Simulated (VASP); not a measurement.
Here is a VASP 6.6.1 calculation.

File INCAR:

```
SYSTEM = Tl
PREC     = Accurate       ! precision mode
ENCUT    = 520            ! plane-wave cutoff, eV
EDIFF    = 1E-6           ! SCF threshold, eV
ISMEAR   = 1              ! smearing method
SIGMA    = 0.1            ! smearing width, eV
LREAL    = .False.        ! projectors in reciprocal space
LASPH    = .True.         ! aspherical terms in the spheres
NELM     = 60             ! most SCF steps
ALGO     = Normal         ! electronic algorithm
ISIF     = 2              ! what is computed and relaxed
LWAVE    = .False.        ! write WAVECAR
LCHARG   = .False.        ! write CHGCAR
LDIPOL   = .True.       
IDIPOL   = 3            
DIPOL    = 0.5 0.5 0.500
GGA      = PS             ! functional
NBANDS   = 48             ! bands
```

File KPOINTS:

```
regular mesh
0
Gamma
  9 9 1
  0 0 0
```

Contents of POSCAR:

```
Tl
1.0
    3.4617901980      0.0000000000      0.0000000000
    1.7308950990      2.9979982540      0.0000000000
    0.0000000000      0.0000000000     29.7797228180
Tl
6
Direct
    0.6666666667      0.6666666667      0.2686391693
    0.0000000000      0.0000000000      0.3611835016
    0.6666666667      0.6666666667      0.4537278339
    0.0000000000      0.0000000000      0.5462721661
    0.6666666667      0.6666666667      0.6388164984
    0.0000000000      0.0000000000      0.7313608307
```

Potentials or basis: VASP PAW PBE potentials, release 64 (Tl_d).

Run with:

```bash
$ cat potpaw_PBE.64/Tl_d/POTCAR > POTCAR
$ mpirun -np 1 vasp_std > vasp.out
```

**Question.** Estimate the band gap on the k mesh.

**Answer.** Zero (bands 39 and 40 overlap by 2.64 eV).

**Question.** What does it give for the largest force?

**Answer.** 0.111 eV/Å.

Forces on the atoms (eV/Å):
```
Tl   0.000  0.000 -0.047
Tl   0.000  0.000  0.111
Tl   0.000  0.000 -0.089
Tl   0.000  0.000  0.089
Tl   0.000  0.000 -0.111
Tl   0.000  0.000  0.047
```

Caveat: the PAW data sets were made with another functional, which shifts forces and pressure a little; spin-orbit coupling is left out, which moves the levels of the heavy elements.
